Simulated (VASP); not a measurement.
A run of VASP 6.6.1:

The input INCAR:

```
SYSTEM = In3Sb
  PREC = Accurate
  ENCUT = 500
  EDIFF = 1E-7
  ISMEAR = -1
  SIGMA = 0.1
  LREAL = .False.
  LASPH = .True.
  NELM = 120
  ALGO = Normal
  ISIF = 3
  LWAVE = .False.
  LCHARG = .False.
  GGA = CA
  IBRION = 2
  NSW = 80
  EDIFFG = -0.02
  PSTRESS = -20.0
  GGA_COMPAT = .False.
  NELMIN = 4
```

File KPOINTS:

```
Automatic mesh
0
Gamma
  4 4 4
  0 0 0
```

The input POSCAR:

```
In3Sb
1.0
    4.8369620000      0.0000000000      0.0000000000
    0.0000000000      4.8369620000      0.0000000000
    0.0000000000      0.0000000000      4.8369620000
In Sb
3 1
Direct
    0.5000000000      0.5000000000      0.0000000000
    0.5000000000      0.0000000000      0.5000000000
    0.0000000000      0.5000000000      0.5000000000
    0.0000000000      0.0000000000      0.0000000000
```

Potentials or basis: VASP PAW LDA potentials, release 64 (In_d, Sb).

Command:

```console
$ cat potpaw_LDA.64/In_d/POTCAR potpaw_LDA.64/Sb/POTCAR > POTCAR
$ mpirun -np 1 vasp_std > vasp.out
```

Hardware: 1 thread of Intel(R) Xeon(R) 6975P-C (Granite Rapids), on a shared host.

Problem. Estimate the wall time of this run.

Solution. Wall time 36 s on 1 thread of Intel(R) Xeon(R) 6975P-C (Granite Rapids), on a shared host, peak memory 0.17 GiB. Counts: scf iterations 31, k points 10, ion steps 3.
